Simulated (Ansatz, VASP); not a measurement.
**Two plane-wave programs on Zr2C3**

The input INCAR:

```
PREC = Accurate ; ENCUT = 600
EDIFF = 1E-7 ; ISMEAR = 0
SIGMA = 0.1 ; LREAL = False
LASPH = True ; NELM = 120
ALGO = Normal ; ISIF = 3
LWAVE = False ; LCHARG = False
GGA = PE ; IBRION = 2
NSW = 100 ; EDIFFG = -0.01
GGA_COMPAT = False ; NELMIN = 4
```

The input KPOINTS:

```
Automatic mesh
0
Gamma
  8 8 12
```

The input POSCAR:

```
Zr2C3
1.0
    4.4281644934      0.0000000000      0.0000000000
    0.0000000000      4.4281644934      0.0000000000
    0.0000000000      0.0000000000      3.1707817690
Zr C
2 3
Direct
    0.5000000000      0.0000000000      0.6836656632
    0.0000000000      0.5000000000      0.3163343368
    0.0000000000      0.0000000000      0.0000000000
    0.5000000000      0.5000000000      0.5000000000
    0.0000000000      0.0000000000      0.5000000000
```

Input for Ansatz:

```yaml
crystal:
  lattice:
    - [4.4281644934, 0.0, 0.0]
    - [0.0, 4.4281644934, 0.0]
    - [0.0, 0.0, 3.170781769]
  atoms:
    - { symbol: Zr, position: [0.5, 0.0, 0.6836656632] }
    - { symbol: Zr, position: [0.0, 0.5, 0.3163343368] }
    - { symbol: C, position: [0.0, 0.0, 0.0] }
    - { symbol: C, position: [0.5, 0.5, 0.5] }
    - { symbol: C, position: [0.0, 0.0, 0.5] }
basis:
  ecutwfc: 420
kpoints:
  mp_grid: { grid: [8, 8, 12] }
hamiltonian:
  xc: pbe
scf:
  occupations: { method: gaussian, width: 0.1 }
output:
  forces: true
  stress: true
  eigenvalues: true
relax:
  adjacent_minimum: "off"
  f_tol: 0.01
  max_steps: 80
  cell: { stress_tol: 0.05 }
```

Change from the starting cell: ordered vacancies on the anion sites of fluorite (P-4m2, No. 115).

Alike in both runs: task relaxation of cell and atoms; functional PBE; k mesh 8 × 8 × 12; occupations gaussian, width 0.1 eV; no spin polarisation.

|  | VASP | Ansatz |
| --- | --- | --- |
| version | VASP 6.6.1 | Ansatz 0.2.0 |
| potentials or method | VASP PAW PBE potentials, release 64 (Zr_sv, C), cutoff 600 eV | scalar-relativistic, plane waves, PAW |
| valence electrons in the cell | 36 | 36 |

Ansatz gave:

- gap on the k mesh at the Fermi level, each at its own relaxed structure (eV): none
- relaxed volume (Å³/atom): 12.36
- relaxed cell length with the largest relative difference (Å): 4.435

Problem. Estimate VASP's values.

Solution. gap on the k mesh at the Fermi level, each at its own relaxed structure (eV): none; relaxed volume (Å³/atom): 12.37; relaxed cell length with the largest relative difference (Å): 4.436.

A gap of «none» marks a metal or a gap that the smearing closes.
